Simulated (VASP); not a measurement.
# FeS2 (Pa-3) in VASP: settings compared

The runs below take FeS2 through electric field gradients, with PBE, LDA.

Program: VASP 6.6.1. These are calculated values, not measurements. Logs are shortened: lines on timing, memory, paths and dates and some standing lists are left out, and cuts for length are marked.

### 1 The cell of the first run

The structure is cubic, space group Pa-3 (No. 205). The conventional cell has a = 5.418 Å, b = 5.418 Å, c = 5.418 Å, α = 90.00°, β = 90.00°, γ = 90.00°. Fe (site symmetry -3) has 6 S at 2.26 Å within 3.0 Å. S (site symmetry 3) has 1 S at 2.16 Å and 3 Fe at 2.26 Å within 2.9 Å.

### 2 Electric field gradients, PBE, collinear spin, ferromagnetic start

INCAR reads:

```
SYSTEM = FeS2
PREC = Accurate
ENCUT = 520
EDIFF = 1E-8
ISMEAR = -1
SIGMA = 0.05
LREAL = .FALSE.
LASPH = .TRUE.
NELM = 200
ALGO = Normal
ISIF = 2
LWAVE = .FALSE.
LCHARG = .FALSE.
ISPIN = 2
MAGMOM = 3 3 3 3 0 0 0 0 0 0 0 0
LORBIT = 11
LMAXMIX = 4
GGA = PE
LEFG = .TRUE.
NELECT = 81.0
NBANDS = 56
GGA_COMPAT = .FALSE.
KPAR = 4
```

KPOINTS reads:

```
regular mesh
0
G
  8 8 8
  0 0 0
```

POSCAR reads:

```
FeS2
1.0
    5.4178000000      0.0000000000      0.0000000000
    0.0000000000      5.4178000000      0.0000000000
    0.0000000000      0.0000000000      5.4178000000
Fe S
4 8
Direct
    0.0000000000      0.0000000000      0.0000000000
    0.5000000000      0.0000000000      0.5000000000
    0.5000000000      0.5000000000      0.0000000000
    0.0000000000      0.5000000000      0.5000000000
    0.3848200000      0.3848200000      0.3848200000
    0.1151800000      0.6151800000      0.8848200000
    0.8848200000      0.1151800000      0.6151800000
    0.6151800000      0.8848200000      0.1151800000
    0.6151800000      0.6151800000      0.6151800000
    0.8848200000      0.3848200000      0.1151800000
    0.1151800000      0.8848200000      0.3848200000
    0.3848200000      0.1151800000      0.8848200000
```

Potentials or basis: VASP PAW PBE potentials, release 64 (Fe, S).

Started as:

```
$ cat potpaw_PBE.64/Fe/POTCAR potpaw_PBE.64/S/POTCAR > POTCAR
$ mpirun -np 4 vasp_std > vasp.out
```

OUTCAR:

```text
SYSTEM = FeS2
   PREC = Accurate
   ENCUT = 520
   EDIFF = 1E-8
   ISMEAR = -1
   LREAL = .FALSE.
   LASPH = .TRUE.
   NELM = 200
   ISIF = 2
   ISPIN = 2
   LORBIT = 11
   GGA = PE
   NELECT = 81.0

 ion  position               nearest neighbor table
   1  0.000  0.000  0.000-   6 2.26   7 2.26   8 2.26  10 2.26  11 2.26  12 2.26
   2  0.500  0.000  0.500-   5 2.26   7 2.26   8 2.26   9 2.26  11 2.26  12 2.26
   3  0.500  0.500  0.000-   5 2.26   6 2.26   8 2.26   9 2.26  10 2.26  12 2.26
   4  0.000  0.500  0.500-   5 2.26   6 2.26   7 2.26   9 2.26  10 2.26  11 2.26
   5  0.385  0.385  0.385-   9 2.16   3 2.26   4 2.26   2 2.26
   6  0.115  0.615  0.885-  10 2.16   3 2.26   4 2.26   1 2.26
   7  0.885  0.115  0.615-  11 2.16   2 2.26   4 2.26   1 2.26
   8  0.615  0.885  0.115-  12 2.16   2 2.26   3 2.26   1 2.26
   9  0.615  0.615  0.615-   5 2.16   3 2.26   4 2.26   2 2.26
  10  0.885  0.385  0.115-   6 2.16   3 2.26   4 2.26   1 2.26
  11  0.115  0.885  0.385-   7 2.16   2 2.26   4 2.26   1 2.26
  12  0.385  0.115  0.885-   8 2.16   2 2.26   3 2.26   1 2.26

  LATTYP: Found a simple cubic cell.
 ALAT       =     5.4178000000

  Lattice vectors:

 A1 = (   5.4178000000,   0.0000000000,   0.0000000000)
 A2 = (   0.0000000000,   5.4178000000,   0.0000000000)
 A3 = (   0.0000000000,   0.0000000000,   5.4178000000)

Analysis of symmetry for initial positions (statically):
=====================================================================
 Subroutine PRICEL returns:
 Original cell was already a primitive cell.

 Routine SETGRP: Setting up the symmetry group for a
 simple cubic supercell.

 Subroutine GETGRP returns: Found 24 space group operations
 (whereof  6 operations were pure point group operations)
 out of a pool of 48 trial point group operations.

The static configuration has the point symmetry S_6 .
 The point group associated with its full space group is T_h .

Analysis of symmetry for dynamics (positions and initial velocities):
=====================================================================
 Subroutine PRICEL returns:
 Original cell was already a primitive cell.

 Routine SETGRP: Setting up the symmetry group for a
 simple cubic supercell.

 Subroutine GETGRP returns: Found 24 space group operations
 (whereof  6 operations were pure point group operations)
 out of a pool of 48 trial point group operations.

The dynamic configuration has the point symmetry S_6 .
 The point group associated with its full space group is T_h .

Analysis of structural, dynamic, and magnetic symmetry:
=====================================================================
 Subroutine PRICEL returns:
 Original cell was already a primitive cell.

 Routine SETGRP: Setting up the symmetry group for a
 simple cubic supercell.

 Subroutine GETGRP returns: Found 24 space group operations
 (whereof  6 operations were pure point group operations)
 out of a pool of 48 trial point group operations.

The overall configuration has the point symmetry S_6 .
 The point group associated with its full space group is T_h .

 Subroutine INISYM returns: Found 24 space group operations
 (whereof  6 operations are pure point group operations),
 and found     1 'primitive' translations

----------------------------------------------------------------------------------------

                                     Primitive cell

  volume of cell :     159.0263

  direct lattice vectors                    reciprocal lattice vectors
     5.417800000  0.000000000  0.000000000     0.184576765  0.000000000  0.000000000
     0.000000000  5.417800000  0.000000000     0.000000000  0.184576765  0.000000000
     0.000000000  0.000000000  5.417800000     0.000000000  0.000000000  0.184576765

  length of vectors
     5.417800000  5.417800000  5.417800000     0.184576765  0.184576765  0.184576765

  position of ions in fractional coordinates (direct lattice)
     0.000000000  0.000000000  0.000000000
     0.500000000  0.000000000  0.500000000
[... 2800 lines left out ...]

 [bands above 52 left out]

------------------------ aborting loop because EDIFF is reached ----------------------------------------

  FORCE on cell =-STRESS in cart. coord.  units (eV):
  Direction    XX          YY          ZZ          XY          YZ          ZX
  --------------------------------------------------------------------------------------
  -------------------------------------------------------------------------------------
  Total       13.6863741     13.6863741     13.6863741      0.0000000      0.0000000      0.0000000
  in kB      137.8891464    137.8891464    137.8891464      0.0000000      0.0000000      0.0000000
  external PRESSURE =     137.8891464 kB  Pullay stress =       0.0000000 kB

 VOLUME and BASIS-vectors are now :
 -----------------------------------------------------------------------------
  energy-cutoff  :      520.00
  volume of cell :      159.03
      direct lattice vectors                 reciprocal lattice vectors
     5.417800000  0.000000000  0.000000000     0.184576765  0.000000000  0.000000000
     0.000000000  5.417800000  0.000000000     0.000000000  0.184576765  0.000000000
     0.000000000  0.000000000  5.417800000     0.000000000  0.000000000  0.184576765

 POSITION                                       TOTAL-FORCE (eV/Angst)
 -----------------------------------------------------------------------------------
      0.00000      0.00000      0.00000         0.000000      0.000000     -0.000000
      2.70890      0.00000      2.70890         0.000000      0.000000     -0.000000
      2.70890      2.70890      0.00000         0.000000      0.000000     -0.000000
      0.00000      2.70890      2.70890         0.000000      0.000000     -0.000000
      2.08488      2.08488      2.08488        -0.439537     -0.439537     -0.439537
      0.62402      3.33292      4.79378         0.439537      0.439537     -0.439537
      4.79378      0.62402      3.33292        -0.439537      0.439537      0.439537
      3.33292      4.79378      0.62402         0.439537     -0.439537      0.439537
      3.33292      3.33292      3.33292         0.439537      0.439537      0.439537
      4.79378      2.08488      0.62402        -0.439537     -0.439537      0.439537
      0.62402      4.79378      2.08488         0.439537     -0.439537     -0.439537
      2.08488      0.62402      4.79378        -0.439537      0.439537     -0.439537
 -----------------------------------------------------------------------------------
    total drift:                                0.000000      0.000000     -0.000000

  FREE ENERGIE OF THE ION-ELECTRON SYSTEM (eV)
  ---------------------------------------------------
  free  energy   TOTEN  =       -63.0218846744 eV

  energy  without entropy=      -62.9718799172  energy(sigma->0) =      -62.99688230

 Electric field gradients (V/A^2)
---------------------------------------------------------------------
 ion       V_xx      V_yy      V_zz      V_xy      V_xz      V_yz
---------------------------------------------------------------------
   1      -0.000    -0.000     0.000   -12.200   -12.200   -12.200
   2      -0.000    -0.000     0.000   -12.200    12.200    12.200
   3      -0.000    -0.000     0.000    12.200    12.200   -12.200
   4      -0.000    -0.000     0.000    12.200   -12.200    12.200
   5       0.000     0.000     0.000    63.822    63.822    63.822
   6       0.000     0.000     0.000    63.822   -63.822   -63.822
   7       0.000     0.000     0.000   -63.822   -63.822    63.822
   8       0.000     0.000     0.000   -63.822    63.822   -63.822
   9       0.000     0.000     0.000    63.822    63.822    63.822
  10       0.000     0.000     0.000    63.822   -63.822   -63.822
  11       0.000     0.000     0.000   -63.822   -63.822    63.822
  12       0.000     0.000     0.000   -63.822    63.822   -63.822
---------------------------------------------------------------------

 Electric field gradients after diagonalization (V/A^2)
 (convention: |V_zz| > |V_xx| > |V_yy|)
----------------------------------------------------------------------
 ion       V_xx      V_yy      V_zz     asymmetry (V_yy - V_xx)/ V_zz
----------------------------------------------------------------------
   1      12.200    12.200   -24.400       0.000
   2      12.200    12.200   -24.400       0.000
   3      12.200    12.200   -24.400       0.000
   4      12.200    12.200   -24.400       0.000
   5     -63.822   -63.822   127.645       0.000
   6     -63.822   -63.822   127.645       0.000
   7     -63.822   -63.822   127.645       0.000
   8     -63.822   -63.822   127.645       0.000
   9     -63.822   -63.822   127.645       0.000
  10     -63.822   -63.822   127.645       0.000
  11     -63.822   -63.822   127.645       0.000
  12     -63.822   -63.822   127.645       0.000
----------------------------------------------------------------------

           NMR quadrupolar parameters

 Cq : quadrupolar parameter    Cq=e*Q*V_zz/h
 eta: asymmetry parameters     (V_yy - V_xx)/ V_zz
 Q  : nuclear electric quadrupole moment in mb (millibarn)
----------------------------------------------------------------------
 ion       Cq(MHz)       eta       Q (mb)
----------------------------------------------------------------------
   1      -0.059       0.000       1.000
   2      -0.059       0.000       1.000
   3      -0.059       0.000       1.000
   4      -0.059       0.000       1.000
   5       0.309       0.000       1.000
   6       0.309       0.000       1.000
   7       0.309       0.000       1.000
   8       0.309       0.000       1.000
   9       0.309       0.000       1.000
  10       0.309       0.000       1.000
  11       0.309       0.000       1.000
  12       0.309       0.000       1.000
----------------------------------------------------------------------

 total charge

# of ion       s       p       d       tot
------------------------------------------
    1        0.424   0.627   6.545   7.596
    2        0.424   0.627   6.545   7.596
    3        0.424   0.627   6.545   7.596
    4        0.424   0.627   6.545   7.596
    5        1.351   2.330   0.000   3.681
    6        1.351   2.330   0.000   3.681
    7        1.351   2.330   0.000   3.681
    8        1.351   2.330   0.000   3.681
    9        1.351   2.330   0.000   3.681
   10        1.351   2.330   0.000   3.681
   11        1.351   2.330   0.000   3.681
   12        1.351   2.330   0.000   3.681
--------------------------------------------------
tot         12.504  21.150  26.181  59.835

 magnetization (x)

# of ion       s       p       d       tot
------------------------------------------
    1       -0.000  -0.000  -0.000  -0.000
    2       -0.000  -0.000  -0.000  -0.000
    3       -0.000  -0.000  -0.000  -0.000
    4       -0.000  -0.000  -0.000  -0.000
    5       -0.000   0.000   0.000   0.000
    6       -0.000   0.000   0.000   0.000
    7       -0.000   0.000   0.000   0.000
    8       -0.000   0.000   0.000   0.000
    9       -0.000   0.000   0.000   0.000
   10       -0.000   0.000   0.000   0.000
   11       -0.000   0.000   0.000   0.000
   12       -0.000   0.000   0.000   0.000
--------------------------------------------------
tot         -0.000   0.000  -0.000  -0.000
```

Run time: 5.7 min. Hardware: 4 MPI ranks of Intel Xeon Platinum 8259CL at 2.50GHz (Skylake/Cascade Lake), shared host; peak memory 0.66 GiB.

Results:

```yaml
Free_energy: -63.0219 eV
Largest_force: 0.761 eV/Å
Net_moment: 0.00 μB per cell
Largest_electric_field_gradient_by_atom: Fe -24.4; S +127.6 V/Å²
Valence_electrons_inside_the_program's_atomic_spheres: Fe 7.60; S 3.68
```

Forces in eV/Å, atoms in the order of the input:
```
Fe   0.000  0.000  0.000
Fe   0.000  0.000  0.000
Fe   0.000  0.000  0.000
Fe   0.000  0.000  0.000
S   -0.440 -0.440 -0.440
S    0.440  0.440 -0.440
S   -0.440  0.440  0.440
S    0.440 -0.440  0.440
S    0.440  0.440  0.440
S   -0.440 -0.440  0.440
S    0.440 -0.440 -0.440
S   -0.440  0.440 -0.440
```

Levels at points of the mesh, in eV from the Fermi level:
Spin up:
```csv
k point,band 36,band 37,band 38,band 39,band 40,band 41,band 42,band 43,band 44,band 45
"(0.00, 0.00, 0.00)",-1.67,-1.65,-1.65,-1.65,-1.41,-0.88,0.20,0.20,0.20,1.69
"(0.50, 0.00, 0.00)",-1.71,-1.52,-1.52,-1.38,-1.38,0.17,0.17,0.34,0.34,0.99
"(0.50, 0.50, 0.00)",-1.76,-1.51,-1.51,-1.51,-1.51,0.46,0.46,0.46,0.46,0.51
"(0.50, 0.50, 0.50)",-2.36,-1.71,-1.71,-1.71,-1.71,0.09,0.09,0.09,0.09,1.05
```
Spin down:
| k point | band 36 | band 37 | band 38 | band 39 | band 40 | band 41 | band 42 | band 43 | band 44 | band 45 |
| --- | --- | --- | --- | --- | --- | --- | --- | --- | --- | --- |
| (0.00, 0.00, 0.00) | -1.67 | -1.65 | -1.65 | -1.65 | -1.41 | -0.88 | 0.20 | 0.20 | 0.20 | 1.69 |
| (0.50, 0.00, 0.00) | -1.71 | -1.52 | -1.52 | -1.38 | -1.38 | 0.17 | 0.17 | 0.34 | 0.34 | 0.99 |
| (0.50, 0.50, 0.00) | -1.76 | -1.51 | -1.51 | -1.51 | -1.51 | 0.46 | 0.46 | 0.46 | 0.46 | 0.51 |
| (0.50, 0.50, 0.50) | -2.36 | -1.71 | -1.71 | -1.71 | -1.71 | 0.09 | 0.09 | 0.09 | 0.09 | 1.05 |

Electric field gradients, principal values (V/Å²):
| atom | least | middle | greatest (by size) |
| --- | --- | --- | --- |
| 1 Fe | 12.200 | 12.200 | -24.400 |
| 2 Fe | 12.200 | 12.200 | -24.400 |
| 3 Fe | 12.200 | 12.200 | -24.400 |
| 4 Fe | 12.200 | 12.200 | -24.400 |
| 5 S | -63.822 | -63.822 | 127.645 |
| 6 S | -63.822 | -63.822 | 127.645 |
| 7 S | -63.822 | -63.822 | 127.645 |
| 8 S | -63.822 | -63.822 | 127.645 |
| 9 S | -63.822 | -63.822 | 127.645 |
| 10 S | -63.822 | -63.822 | 127.645 |
| 11 S | -63.822 | -63.822 | 127.645 |
| 12 S | -63.822 | -63.822 | 127.645 |

Caveat: the cell carries a net charge on a neutralising background, which shifts energy and pressure; the cell is charged against a uniform background, so pressure and absolute levels hang on convention; without QUAD_EFG the Cq values of the log hold for a quadrupole moment of 1 mb, not for the nuclei.

(Continued in part 2 of 2.)
